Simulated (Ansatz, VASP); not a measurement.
# SiC: VASP beside Ansatz

The input INCAR:

```
  PREC = Accurate
  ENCUT = 600
  EDIFF = 1E-6
  ISMEAR = 0
  SIGMA = 0.01
  LREAL = False
  LASPH = True
  NELM = 120
  ALGO = Normal
  ISIF = 2
  LWAVE = False
  LCHARG = False
  GGA = PE
  NBANDS = 11
  GGA_COMPAT = False
```

KPOINTS

```
Automatic mesh
0
Gamma
  4 4 4
```

File POSCAR:

```
SiC
1.0
    0.0000000000      2.2005756606      2.2005756606
    2.2005756606      0.0000000000      2.2005756606
    2.2005756606      2.2005756606      0.0000000000
Si C
1 1
Direct
    0.0000000000      0.0000000000      0.0000000000
    0.2500000000      0.2500000000      0.2500000000
```

Input for Ansatz:

```yaml
crystal:
  atoms:
  - position: [0.0, 0.0, 0.0]
    symbol: Si
  - position: [0.25, 0.25, 0.25]
    symbol: C
  lattice:
  - [0.0, 2.2005756605948648, 2.2005756605948648]
  - [2.2005756605948648, 0.0, 2.2005756605948648]
  - [2.2005756605948648, 2.2005756605948648, 0.0]
hamiltonian:
  dispersion: none
  pseudopotentials:
    kind: all_electron
    lapw: {basis_error: 0.025 meV}
    relativity: scalar
  xc: pbe
kpoints:
  mp_grid:
    grid: [4, 4, 4]
    shift: [0, 0, 0]
magnetization: {spin_polarized: false}
output: {forces: true, stress: true}
scf:
  convergence: {dr2_threshold: 1e-10 eV}
  lower_state_search: 'off'
  max_iter: 200
  occupations: {method: fixed}
```

Alike in both runs: task single point; functional PBE; k mesh 4 × 4 × 4; no spin polarisation.

|  | VASP | Ansatz |
| --- | --- | --- |
| version | VASP 6.6.1 | Ansatz 0.2 development build |
| potentials or method | VASP PAW PBE potentials, release 64 (Si, C), cutoff 600 eV | all-electron full-potential LAPW, scalar-relativistic |
| occupations | gaussian, width 0.01 eV | fixed |

```csv
,VASP,Ansatz,Ansatz less VASP
gap on the k mesh at the Fermi level (eV),1.34,1.34,+0.001
pressure (GPa),-2.8,-2.7,+0.19
```

Ansatz ran all-electron here, and VASP with PAW potentials.

The k mesh is coarse, so the values compare programs but aren't converged.
